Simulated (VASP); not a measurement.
Wanted: the native input for a VASP 6.6.1 run.

| Quantity | Value |
| --- | --- |
| Task | relaxation of cell and atoms |
| Functional | LDA |
| Potentials or basis | VASP PAW LDA potentials, release 64 (Sb) |
| Cutoff | 600 eV |
| k mesh | 10 × 10 × 10 |
| Occupations | fermi-dirac, width 0.1 eV |
| Spin | no spin polarisation |
| Dipole correction | no |
| Further INCAR settings | ALGO = Normal; EDIFF = 1e-07; IBRION = 2; EDIFFG = -0.01; NSW = 80; ISIF = 3 |

The structure of Sb lies in POSCAR:

```
Sb
1.0
    3.0848839383      0.0000000000      0.0000000000
    0.0000000000      3.0848839383      0.0000000000
    0.0000000000      0.0000000000      3.0848839383
Sb
1
Direct
    0.0000000000      0.0000000000      0.0000000000
```

One way to write it, as run:

INCAR

```
SYSTEM = Sb
PREC = Accurate ; ENCUT = 600
EDIFF = 1E-7 ; ISMEAR = -1
SIGMA = 0.1 ; LREAL = .FALSE.
LASPH = .TRUE. ; NELM = 100
ALGO = Normal ; ISIF = 3
LWAVE = .FALSE. ; LCHARG = .FALSE.
IBRION = 2 ; NSW = 80
EDIFFG = -0.01
```

KPOINTS

```
regular mesh
0
G
  10 10 10
  0 0 0
```

Potentials or basis: VASP PAW LDA potentials, release 64 (Sb).

Command:

```console
$ cat potpaw_LDA.64/Sb/POTCAR > POTCAR
$ mpirun -np 1 vasp_std > vasp.out
```

It gave:

The relaxed volume is 28.16 Å³/atom, the relaxed cell is a = 3.042 Å, b = 3.042 Å, c = 3.042 Å, α = 90.00°, β = 90.00°, γ = 90.00° and the space group after relaxing (to 0.05 Å) is Pm-3m (No. 221). The energy gained by relaxing is 10.0 meV/atom, the ionic steps are 3 and the pressure after relaxing is 0.0 GPa.

Wall time 8.9 s on 1 thread of Intel(R) Xeon(R) 6975P-C (Granite Rapids) (shared host), peak memory 0.15 GiB.
